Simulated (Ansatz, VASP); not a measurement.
## RbBr in VASP and in Ansatz

File INCAR:

```
SYSTEM = RbBr
  ALGO = Normal
  EDIFF = 1E-8
  ENCUT = 520
  GGA = CA
  ISIF = 2
  ISMEAR = -1
  LASPH = .True.
  LCHARG = .False.
  LEFG = .True.
  LREAL = .False.
  LWAVE = .False.
  NBANDS = 15
  NELM = 80
  PREC = Accurate
  SIGMA = 0.03
```

File KPOINTS:

```
k-points
0
Gamma
  6 6 6
  0 0 0
```

The input POSCAR:

```
RbBr
1.0
    0.0000000000      3.5237313002      3.5237313002
    3.5237313002      0.0000000000      3.5237313002
    3.5237313002      3.5237313002      0.0000000000
Rb Br
1 1
Direct
    0.0000000000      0.0000000000      0.0000000000
    0.5000000000      0.5000000000      0.5000000000
```

Input for Ansatz:

```yaml
crystal:
  lattice:
    - [0.0, 3.5237313002, 3.5237313002]
    - [3.5237313002, 0.0, 3.5237313002]
    - [3.5237313002, 3.5237313002, 0.0]
  atoms:
    - { symbol: Rb, position: [0.0, 0.0, 0.0] }
    - { symbol: Br, position: [0.5, 0.5, 0.5] }
kpoints:
  mp_grid: { grid: [6, 6, 6] }
scf:
  occupations: { method: fermi_dirac, width: 0.03 }
hamiltonian:
  xc: lda
  pseudopotentials: { kind: paw }
output:
  forces: true
  stress: true
  eigenvalues: true
  efg: { contact_densities: true }
```

Change from the starting cell: volume scaled by 1.06, PAW files.

Alike in both runs: task electric field gradients; functional LDA; k mesh 6 × 6 × 6; occupations fermi-dirac, width 0.03 eV; no spin polarisation.

|  | VASP | Ansatz |
| --- | --- | --- |
| version | VASP 6.6.1 | Ansatz 0.2.0 |
| potentials or method | VASP PAW LDA potentials, release 64 (Rb_sv, Br) | PAW with Ansatz's default frozen-core files, scalar-relativistic |
| plane-wave cutoff (eV) | 520 | 420 |
| valence electrons in the cell | 16 | 16 |

|  | VASP | Ansatz | Ansatz less VASP |
| --- | --- | --- | --- |
| gap on the k mesh at the Fermi level (eV) | 3.77 | 3.76 | -0.010 |
| pressure (GPa) | -2.0 | -2.0 | -0.03 |

LDA's correlation is that of Perdew and Zunger in VASP and of Perdew and Wang (1992) in Ansatz.
